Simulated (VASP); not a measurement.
Rb2YAgCl6, 10 atoms in the cell. The structure is cubic, space group Fm-3m (No. 225). Conventional cell: a = 10.509 Å, b = 10.509 Å, c = 10.509 Å, α = 90.00°, β = 90.00°, γ = 90.00°. Rb (site symmetry -43m) has 12 Cl at 3.72 Å and 4 Y at 4.55 Å and 4 Ag at 4.55 Å within 4.9 Å. Y (site symmetry m-3m) has 6 Cl at 2.60 Å within 3.4 Å. Ag (site symmetry m-3m) has 6 Cl at 2.66 Å within 3.5 Å. Within 3.4 Å of Cl (site symmetry 4mm) lie 1 Y at 2.60 Å and 1 Ag at 2.66 Å. 

- Program: VASP 6.6.1
- Task: single point
- Functional: PBEsol
- Potentials or basis: VASP PAW PBE potentials, release 64 (Rb_sv, Y_sv, Ag, Cl)
- Cutoff: 520 eV
- k mesh: 4 × 4 × 4
- Occupations: gaussian, width 0.05 eV
- Spin: no spin polarisation
- Dipole correction: no
- Further INCAR settings: ALGO = Normal; EDIFF = 1e-06; NBANDS = 52

Potentials or basis: VASP PAW PBE potentials, release 64 (Rb_sv, Y_sv, Ag, Cl).

The run is started by

```sh
$ cat potpaw_PBE.64/Rb_sv/POTCAR potpaw_PBE.64/Y_sv/POTCAR potpaw_PBE.64/Ag/POTCAR potpaw_PBE.64/Cl/POTCAR > POTCAR
$ mpirun -np 1 vasp_std > vasp.out
```

Hardware: 1 thread of AMD EPYC 7R43 64-Core Processor (Zen 3) (shared host).

Q: How long does it take, and how much memory?

A: Wall time 4.5 min on 1 thread of AMD EPYC 7R43 64-Core Processor (Zen 3), with other jobs on the host, peak memory 0.43 GiB. Counts: scf iterations 15, k points 8.
